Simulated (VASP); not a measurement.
Write the native input for VASP 6.6.1 that does the following.

- Task: single point
- Functional: PBE
- Potentials or basis: VASP PAW PBE potentials, release 64 (Ta_pv, N)
- Cutoff: 520 eV
- k mesh: 9 × 9 × 9
- Occupations: fermi-dirac, width 0.02 eV
- Spin: no spin polarisation
- Dipole correction: no
- Further INCAR settings: ALGO = Normal; EDIFF = 1e-06; NBANDS = 15

The structure of TaN lies in POSCAR:

```
TaN
1.0
    0.0217900000      2.1898950000      2.1898950000
    2.1898950000      0.0217900000      2.1898950000
    2.1898950000      2.1898950000      0.0217900000
Ta N
1 1
Direct
    0.5000000000      0.5000000000      0.5000000000
    0.0000000000      0.0000000000      0.0000000000
```

This cell differs from its parent crystal: equal xy, yz and zx shear strains of +1 %.

One way to write it, as run:

INCAR

```
PREC = Accurate ; ENCUT = 520
EDIFF = 1E-6 ; ISMEAR = -1
SIGMA = 0.02 ; LREAL = False
LASPH = True ; NELM = 60
ALGO = Normal ; ISIF = 2
LWAVE = False ; LCHARG = False
GGA = PE ; NBANDS = 15
```

KPOINTS

```
Automatic mesh
0
Gamma
  9 9 9
```

Potentials or basis: VASP PAW PBE potentials, release 64 (Ta_pv, N).

Launch:

```console
$ cat potpaw_PBE.64/Ta_pv/POTCAR potpaw_PBE.64/N/POTCAR > POTCAR
$ mpirun -np 1 vasp_std > vasp.out
```

It gave:

```json
{
  "Pressure": "15.5 GPa",
  "Band gap on the k mesh": "zero (band 8 reaches 11.44 eV, above the bottom of band 9 at 7.76 eV)"
}
```

Caveat: the cell differs from its parent crystal (equal xy, yz and zx shear strains of +1 %); spin-orbit coupling is left out, which moves the levels of the heavy elements.

It took 11 s on 1 thread of Intel(R) Xeon(R) Platinum 8488C (Sapphire Rapids), on a shared host, peak memory 0.15 GiB.
